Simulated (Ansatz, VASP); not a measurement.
# Two plane-wave programs on CuO

```xyz
4
Lattice="2.0875 -2.0826 0.0443 2.0875 2.0826 0.0443 -0.1140 0.0000 5.1492" Properties=species:S:1:pos:R:3 pbc="T T T"
Cu    0.9868   -1.0413    2.5967
Cu    1.0438    1.0413    0.0221
O     2.0590   -0.0010    1.3316
O     2.0020    0.0010    3.9062
```

Alike in both runs: functional PBE; k mesh 16 × 16 × 10; occupations gaussian, width 0.1 eV; no spin polarisation.

Ansatz relaxed the structure, and its values are those at the end. VASP's run is a single point on that final structure, the one shown.

```csv
,VASP,Ansatz
version,VASP 6.6.1,Ansatz 0.2.0
potentials or method,"VASP PAW PBE potentials, release 64 (Cu, O), cutoff 520 eV","scalar-relativistic, plane waves, PAW"
valence electrons in the cell,34,50
```

Ansatz gave:

| Quantity | Value |
| --- | --- |
| gap on the k mesh at the Fermi level (eV) | none |
| pressure (GPa) | 0.0 |

Estimate VASP's values.

gap on the k mesh at the Fermi level (eV): none; pressure (GPa): 0.7.

A gap of «none» marks a metal or a gap that the smearing closes. VASP's potentials hold 34 valence electrons a cell and Ansatz's 50, so a difference there can come from the potentials and not from the codes.
